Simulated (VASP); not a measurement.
## Zn3CO: single point with PBE

Crystal: Zn3CO.

```
C O Zn
1.0
     4.28000    0.00000    0.00000
     0.00000    4.28000    0.00000
     0.00000    0.00000    4.28000
C O Zn
1 1 3
Direct
  0.00000 0.00000 0.00000
  0.50000 0.50000 0.50000
  0.50000 0.50000 0.00000
  0.50000 0.00000 0.50000
  0.00000 0.50000 0.50000
```

```json
{
 "Program": "VASP 6.6.1",
 "Task": "single point",
 "Functional": "PBE",
 "Potentials or basis": "VASP PAW PBE potentials, release 64 (C, O, Zn)",
 "Cutoff": "520 eV",
 "k mesh": "4 × 4 × 4",
 "Occupations": "gaussian, width 0.05 eV",
 "Spin": "no spin polarisation"
}
```

```yaml
Pressure: -10.8 GPa
Band_gap_on_the_k_mesh: zero (band 23 reaches 2.07 eV, above the bottom of band 24 at 1.57 eV)
```

Levels at points of the mesh, in eV from the Fermi level:
```csv
k point,band 21,band 22,band 23,band 24,band 25,band 26
"(0.00, 0.00, 0.00)",-2.72,-0.40,-0.40,-0.40,0.57,0.57
"(0.50, 0.00, 0.00)",-4.23,-0.15,-0.15,1.06,1.45,2.59
"(0.50, 0.50, 0.00)",-1.49,-1.23,-1.23,0.43,1.17,3.70
"(0.50, 0.50, 0.50)",-2.45,-2.45,-2.45,1.86,1.86,1.86
```

It took 20 s on 1 thread of AMD EPYC 7R43 64-Core Processor (Zen 3), with other jobs on the host, peak memory 0.15 GiB.

Caveat: the k points lie up to 0.37 Å⁻¹ apart.
